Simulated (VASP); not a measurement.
# Na (P6_3/mmc) in VASP: notebook

Runs on Na. Level: LDA. Tasks: single point.

Program: VASP 6.6.1. These are calculated values, not measurements. Logs are shortened: lines on timing, memory, paths and dates and some standing lists are left out, and cuts for length are marked.

## 1. The cell of the first run

Symmetry: P6_3/mmc, No. 194, hexagonal system. The conventional cell has a = 2.777 Å, b = 2.777 Å, c = 4.499 Å, α = 90.00°, β = 90.00°, γ = 120.00°. Na (site symmetry -6m2) has 12 Na at 2.76 to 2.78 Å within 3.6 Å.

This isn't the form of Na at room conditions, which is bcc.

## 2. Single point, LDA (15.03 Å³/atom)

INCAR

```
ALGO = Normal ; EDIFF = 1E-6
ENCUT = 520 ; GGA = CA
ISIF = 2 ; ISMEAR = -1
LASPH = T ; LCHARG = T
LELF = T ; LREAL = F
LVHAR = T ; LWAVE = F
NBANDS = 14 ; NELM = 80
PREC = Accurate ; SIGMA = 0.05
```

KPOINTS

```
k-points
0
Gamma
  12 12 7
```

POSCAR

```
Na
1.0
    2.7774043276      0.0000000000      0.0000000000
   -1.3887021638      2.4053027042      0.0000000000
    0.0000000000      0.0000000000      4.4993950107
Na
2
Direct
    0.3333333333      0.6666666667      0.2500000000
    0.6666666667      0.3333333333      0.7500000000
```

Potentials or basis: VASP PAW LDA potentials, release 64 (Na_pv).

Launch:

```console
cat potpaw_LDA.64/Na_pv/POTCAR > POTCAR
mpirun -np 1 vasp_std > vasp.out
```

OUTCAR:

```text
EDIFF = 1E-6
   ENCUT = 520
   GGA = CA
   ISIF = 2
   ISMEAR = -1
   LASPH = T
   LREAL = F
   NELM = 80
   PREC = Accurate

 ion  position               nearest neighbor table
   1  0.333  0.667  0.250-   2 2.76   2 2.76   2 2.76   2 2.76   2 2.76   2 2.76
   2  0.667  0.333  0.750-   1 2.76   1 2.76   1 2.76   1 2.76   1 2.76   1 2.76

  LATTYP: Found a hexagonal cell.
 ALAT       =     2.7774043276
 C/A-ratio  =     1.6200000000

  Lattice vectors:

 A1 = (   2.7774043276,   0.0000000000,   0.0000000000)
 A2 = (  -1.3887021638,   2.4053027042,   0.0000000000)
 A3 = (   0.0000000000,   0.0000000000,   4.4993950107)

Analysis of symmetry for initial positions (statically):
=====================================================================
 Subroutine PRICEL returns:
 Original cell was already a primitive cell.

 Routine SETGRP: Setting up the symmetry group for a
 hexagonal supercell.

 Subroutine GETGRP returns: Found 24 space group operations
 (whereof 12 operations were pure point group operations)
 out of a pool of 24 trial point group operations.

The static configuration has the point symmetry D_3d.
 The point group associated with its full space group is D_6h.

Analysis of symmetry for dynamics (positions and initial velocities):
=====================================================================
 Subroutine PRICEL returns:
 Original cell was already a primitive cell.

 Routine SETGRP: Setting up the symmetry group for a
 hexagonal supercell.

 Subroutine GETGRP returns: Found 24 space group operations
 (whereof 12 operations were pure point group operations)
 out of a pool of 24 trial point group operations.

The dynamic configuration has the point symmetry D_3d.
 The point group associated with its full space group is D_6h.

 Subroutine INISYM returns: Found 24 space group operations
 (whereof 12 operations are pure point group operations),
 and found     1 'primitive' translations

----------------------------------------------------------------------------------------

                                     Primitive cell

  volume of cell :      30.0582

  direct lattice vectors                    reciprocal lattice vectors
     2.777404328  0.000000000  0.000000000     0.360048406  0.207874044  0.000000000
    -1.388702164  2.405302704  0.000000000     0.000000000  0.415748088  0.000000000
     0.000000000  0.000000000  4.499395011     0.000000000  0.000000000  0.222252102

  length of vectors
     2.777404328  2.777404328  4.499395011     0.415748088  0.415748088  0.222252102

[... 91 lines left out ...]
   NELECT =      14.0000    total number of electrons
   NUPDOWN=      -1.0000    fix difference up-down
   EMIN   =  10.00;   EMAX   =-10.00  energy-range for DOS
   EFERMI =   0.00;   METHOD = LEGACY
   ISMEAR =    -1;   SIGMA  =   0.05  broadening in eV -4-tet -1-fermi 0-gaus
   EFERMI_NEDOS =   21; number of points for ismear=-14 and -15
   IALGO  =     38    algorithm
   IMIX   =      4    mixing-type and parameters
     AMIX     =   0.40;   BMIX     =  1.00
     AMIX_MAG =   1.60;   BMIX_MAG =  1.00
  volume/ion in A,a.u.               =      15.03       101.42
  Fermi-wavevector in a.u.,A,eV,Ry     =   1.269005  2.398071 21.910449  1.610373
  Thomas-Fermi vector in A             =   2.402069
   LORBIT       =      0    0 simple, 1 ext, 2 COOP (PROOUT), +10 PAW based schemes
   GGA     = CA    functional components
   LHFCALC =     F    Hartree Fock is set to
   AEXX    =    0.0000 exact exchange contribution
   IVDW    =     0    specifies the selected vdW correction
   LEPSILON=     F    determine dielectric tensor
   LRPA    =     F    only Hartree local field effects (RPA)
 non-spin polarized calculation
  energy-cutoff  :      520.00
  volume of cell :       30.06
 maximum number of plane-waves:       827
 NGX is ok and might be reduce to    24
   NGX = 11   NGY = 11   NGZ = 17

 number of electron      13.9999992 magnetization

 Free energy of the ion-electron system (eV)
  ---------------------------------------------------
  ext. energy  EPLUGINS =         0.00000000
  ---------------------------------------------------
  free energy    TOTEN  =        -0.94234590 eV

  energy without entropy =       -0.93775216  energy(sigma->0) =       -0.94004903

 E-fermi :   4.5982     XC(G=0):  -9.9062

 val. band max:        4.5771580901   @ k =   0.1667   0.1667   0.2857
 cond. band min:       4.6126747522   @ k =   0.0833   0.0833   0.1429
 fundamental gap:      0.0355166622
 Fermi energy:         4.5981939490

 k-point     1 :       0.0000    0.0000    0.0000
  band No.  band energies     occupation
      1     -21.1823      2.00000
      2     -20.6385      2.00000
      3     -20.6385      2.00000
      4     -20.5684      2.00000
      5     -20.5684      2.00000
      6     -20.5657      2.00000
      7      -1.2417      2.00000
      8       5.4566      0.00000
      9       6.4887      0.00000
     10      20.1852      0.00000
     11      20.1852      0.00000
     12      20.9906      0.00000
     13      22.0139      0.00000
     14      22.0139      0.00000
[... 377 lines left out ...]
      1     -21.0423      2.00000
      2     -20.9458      2.00000
      3     -20.8889      2.00000
      4     -20.7292      2.00000
      5     -20.6410      2.00000
      6     -20.6214      2.00000
      7       1.9173      2.00000
      8       6.5032      0.00000
      9       9.1058      0.00000
     10      11.0114      0.00000
     11      13.5633      0.00000
     12      16.0111      0.00000
     13      17.9989      0.00000
     14      20.5289      0.00000

 [... further k-points ...]

------------------------ aborting loop because EDIFF is reached ----------------------------------------

  FORCE on cell =-STRESS in cart. coord.  units (eV):
  Direction    XX          YY          ZZ          XY          YZ          ZX
  --------------------------------------------------------------------------------------
  -------------------------------------------------------------------------------------
  Total        6.2389292      6.2389292      6.2130198      0.0000000      0.0000000      0.0000000
  in kB      332.5505516    332.5505516    331.1695131      0.0000000      0.0000000      0.0000000
  external PRESSURE =     332.0902054 kB  Pullay stress =       0.0000000 kB

 VOLUME and BASIS-vectors are now :
 -----------------------------------------------------------------------------
  energy-cutoff  :      520.00
  volume of cell :       30.06
      direct lattice vectors                 reciprocal lattice vectors
     2.777404328  0.000000000  0.000000000     0.360048406  0.207874044  0.000000000
    -1.388702164  2.405302704  0.000000000     0.000000000  0.415748088  0.000000000
     0.000000000  0.000000000  4.499395011     0.000000000  0.000000000  0.222252102

 POSITION                                       TOTAL-FORCE (eV/Angst)
 -----------------------------------------------------------------------------------
     -0.00000      1.60354      1.12485         0.000000      0.000000      0.000000
      1.38870      0.80177      3.37455        -0.000000      0.000000      0.000000
 -----------------------------------------------------------------------------------
    total drift:                                0.000000     -0.000000      0.000000

  FREE ENERGIE OF THE ION-ELECTRON SYSTEM (eV)
  ---------------------------------------------------
  free  energy   TOTEN  =        -0.9423458990 eV

  energy  without entropy=       -0.9377521630  energy(sigma->0) =       -0.94004903
```

Wall time 22 s (1 thread of Intel Xeon Platinum 8259CL at 2.50GHz (Skylake/Cascade Lake), shared host); peak memory 0.14 GiB.

What came out:

* Free energy: -0.9423 eV
* Pressure: 33.2 GPa
* Band gap on the k mesh: zero (bands 7 and 8 overlap by 5.89 eV)

Levels at points of the mesh, in eV from the Fermi level:
```csv
k point,band 3,band 4,band 5,band 6,band 7,band 8,band 9,band 10,band 11,band 12
"(0.00, 0.00, 0.00)",-25.24,-25.17,-25.17,-25.16,-5.84,0.86,1.89,15.59,15.59,16.39
"(0.50, 0.00, 0.00)",-25.49,-25.36,-25.30,-25.23,0.19,0.80,5.04,6.56,6.90,8.05
```

Caveat: the cell stands under pressure.

## 3. Single point, LDA

This run uses another cell than the first one, of 17.37 Å³/atom.

INCAR

```
SYSTEM = Na
ALGO     = Normal         ! electronic algorithm
EDIFF    = 1E-6           ! SCF threshold, eV
ENCUT    = 520            ! plane-wave cutoff, eV
GGA      = CA             ! functional
ISIF     = 2              ! what is computed and relaxed
ISMEAR   = -1             ! smearing method
LASPH    = .True.         ! aspherical terms in the spheres
LCHARG   = .False.        ! write CHGCAR
LREAL    = .False.        ! projectors in reciprocal space
LWAVE    = .False.        ! write WAVECAR
NBANDS   = 14             ! bands
NELM     = 80             ! most SCF steps
PREC     = Accurate       ! precision mode
SIGMA    = 0.05           ! smearing width, eV
```

KPOINTS

```
k-points
0
Gamma
  12 12 7
  0 0 0
```

POSCAR

```
Na
1.0
    2.9145357345      0.0000000000      0.0000000000
   -1.4572678672      2.5240619863      0.0000000000
    0.0000000000      0.0000000000      4.7215478899
Na
2
Direct
    0.3333333333      0.6666666667      0.2500000000
    0.6666666667      0.3333333333      0.7500000000
```

Potentials or basis: VASP PAW LDA potentials, release 64 (Na_pv).

Launch:

```console
cat potpaw_LDA.64/Na_pv/POTCAR > POTCAR
mpirun -np 1 vasp_std > vasp.out
```

It took 21 s on 1 thread of Intel Xeon Platinum 8259CL at 2.50GHz (Skylake/Cascade Lake), shared host; peak memory 0.14 GiB.

Results (log left out):

| Item | Value |
| --- | --- |
| Free energy | -1.7102 eV |
| Pressure | 20.5 GPa |
| Band gap on the k mesh | zero (bands 7 and 8 overlap by 5.57 eV) |

Levels at points of the mesh, in eV from the Fermi level:
| k point | band 5 | band 6 | band 7 | band 8 | band 9 | band 10 |
| --- | --- | --- | --- | --- | --- | --- |
| (0.00, 0.00, 0.00) | -24.95 | -24.95 | -5.34 | 0.79 | 1.76 | 14.60 |
| (0.50, 0.00, 0.00) | -25.04 | -24.99 | 0.19 | 0.71 | 4.94 | 6.05 |

Caveat: the cell stands under pressure.

## 4. Single point, LDA (17.37 Å³/atom)

This run uses another cell than the first one, of 17.37 Å³/atom.

INCAR

```
SYSTEM = Na
  PREC = Accurate
  ENCUT = 520
  EDIFF = 1E-6
  ISMEAR = -1
  SIGMA = 0.05
  LREAL = .FALSE.
  LASPH = .TRUE.
  NELM = 100
  ALGO = Normal
  ISIF = 2
  LWAVE = .FALSE.
  LCHARG = .FALSE.
  NBANDS = 14
```

KPOINTS

```
Automatic mesh
0
G
  12 12 7
  0 0 0
```

POSCAR is that of step 3.

Launch:

```console
cat potpaw_LDA.64/Na_pv/POTCAR > POTCAR
mpirun -np 1 vasp_std > vasp.out
```

Run time: 25 s. Hardware: 1 thread of Intel Xeon Platinum 8259CL at 2.50GHz (Skylake/Cascade Lake), shared host; peak memory 0.15 GiB.

The run converged. Its results:

| Item | Value |
| --- | --- |
| Free energy | -1.7102 eV |
| Pressure | 20.5 GPa |
| Band gap on the k mesh | zero (bands 7 and 8 overlap by 5.57 eV) |

Levels at points of the mesh, in eV from the Fermi level:
```csv
k point,band 4,band 5,band 6,band 7,band 8,band 9,band 10,band 11
"(0.00, 0.00, 0.00)",-24.95,-24.95,-24.95,-5.34,0.79,1.76,14.60,14.60
"(0.50, 0.00, 0.00)",-25.08,-25.04,-24.99,0.19,0.71,4.94,6.05,6.61
```

Caveat: the cell stands under pressure.

## 5. Single point, LDA

This run uses another cell than the first one, of 20.04 Å³/atom.

INCAR

```
ALGO     = Normal         # electronic algorithm
EDIFF    = 1E-6           # SCF threshold, eV
ENCUT    = 520            # plane-wave cutoff, eV
GGA      = CA             # functional
ISIF     = 2              # what is computed and relaxed
ISMEAR   = -1             # smearing method
LASPH    = T              # aspherical terms in the spheres
LCHARG   = T              # write CHGCAR
LELF     = T              # ELF
LREAL    = F              # projectors in reciprocal space
LVHAR    = T            
LWAVE    = F              # write WAVECAR
NBANDS   = 14             # bands
NELM     = 100            # most SCF steps
PREC     = Accurate       # precision mode
SIGMA    = 0.05           # smearing width, eV
```

KPOINTS

```
k-points
0
Gamma
  12 12 7
```

POSCAR

```
Na
1.0
    3.0569290101      0.0000000000      0.0000000000
   -1.5284645051      2.6473781803      0.0000000000
    0.0000000000      0.0000000000      4.9522249964
Na
2
Direct
    0.3333333333      0.6666666667      0.2500000000
    0.6666666667      0.3333333333      0.7500000000
```

Launch:

```console
cat potpaw_LDA.64/Na_pv/POTCAR > POTCAR
mpirun -np 1 vasp_std > vasp.out
```

Run time: 26 s. Hardware: 1 thread of Intel Xeon Platinum 8259CL at 2.50GHz (Skylake/Cascade Lake), shared host; peak memory 0.15 GiB.

Results (log left out):

* Free energy: -2.2431 eV
* Pressure: 12.1 GPa
* Band gap on the k mesh: zero (bands 7 and 8 overlap by 5.25 eV)

Levels at points of the mesh, in eV from the Fermi level:
```
           k point  band 3  band 4  band 5  band 6  band 7  band 8  band 9  band 10  band 11  band 12
(0.00, 0.00, 0.00)  -24.85  -24.82  -24.82  -24.82   -4.88    0.73    1.62    13.63    13.63    14.36
(0.50, 0.00, 0.00)  -24.96  -24.91  -24.88  -24.85    0.20    0.63    4.80     5.58     6.28     6.68
```

Caveat: the cell stands under pressure.

## 6. Single point, LDA

This run uses another cell than the first one, of 22.71 Å³/atom.

INCAR

```
SYSTEM = Na
  PREC = Accurate
  ENCUT = 520
  EDIFF = 1E-6
  ISMEAR = -1
  SIGMA = 0.05
  LREAL = .FALSE.
  LASPH = .TRUE.
  NELM = 100
  ALGO = Normal
  ISIF = 2
  LWAVE = .FALSE.
  LCHARG = .TRUE.
  GGA = CA
  LELF = .TRUE.
  LVHAR = .TRUE.
  NBANDS = 14
```

KPOINTS

```
Automatic mesh
0
G
  12 12 7
  0 0 0
```

POSCAR

```
Na
1.0
    3.1871651954      0.0000000000      0.0000000000
   -1.5935825977      2.7601660252      0.0000000000
    0.0000000000      0.0000000000      5.1632076165
Na
2
Direct
    0.3333333333      0.6666666667      0.2500000000
    0.6666666667      0.3333333333      0.7500000000
```

Potentials or basis: VASP PAW LDA potentials, release 64 (Na_pv).

Launch:

```console
cat potpaw_LDA.64/Na_pv/POTCAR > POTCAR
mpirun -np 1 vasp_std > vasp.out
```

Wall time 22 s (1 thread of Intel Xeon Platinum 8259CL at 2.50GHz (Skylake/Cascade Lake), shared host); peak memory 0.15 GiB.

Results (log left out):

```
Free energy            : -2.5602 eV
Pressure               : 7.2 GPa
Band gap on the k mesh : zero (bands 7 and 8 overlap by 4.97 eV)
```

Levels at points of the mesh, in eV from the Fermi level:
```
           k point  band 5  band 6  band 7  band 8  band 9  band 10
(0.00, 0.00, 0.00)  -24.77  -24.77   -4.50    0.69    1.48    12.81
(0.50, 0.00, 0.00)  -24.81  -24.79    0.21    0.56    4.64     5.19
```

Caveat: the cell stands under pressure.

## 7. Summary

```tsv
cell	gap on the mesh (eV)	pressure (GPa)
a = 2.777, b = 2.777, c = 4.499 Å, angles 90.0, 90.0, 120.0°, 2 atoms	none	33.2
a = 2.915, b = 2.915, c = 4.722 Å, angles 90.0, 90.0, 120.0°, 2 atoms	none	20.5
a = 3.057, b = 3.057, c = 4.952 Å, angles 90.0, 90.0, 120.0°, 2 atoms	none	12.1
a = 3.187, b = 3.187, c = 5.163 Å, angles 90.0, 90.0, 120.0°, 2 atoms	none	7.2
```

Alike in all rows: task single point; level LDA; potentials or basis VASP PAW LDA potentials, release 64 (Na_pv); no spin polarisation; k mesh 12 × 12 × 7; cutoff (eV) 520; smearing fermi-dirac 0.05 eV.

Caveats: the cell stands under pressure.

Absolute energies hang on the potentials; compare differences alone.

The gap in the log of VASP goes by the Fermi energy; the results here count the filled bands.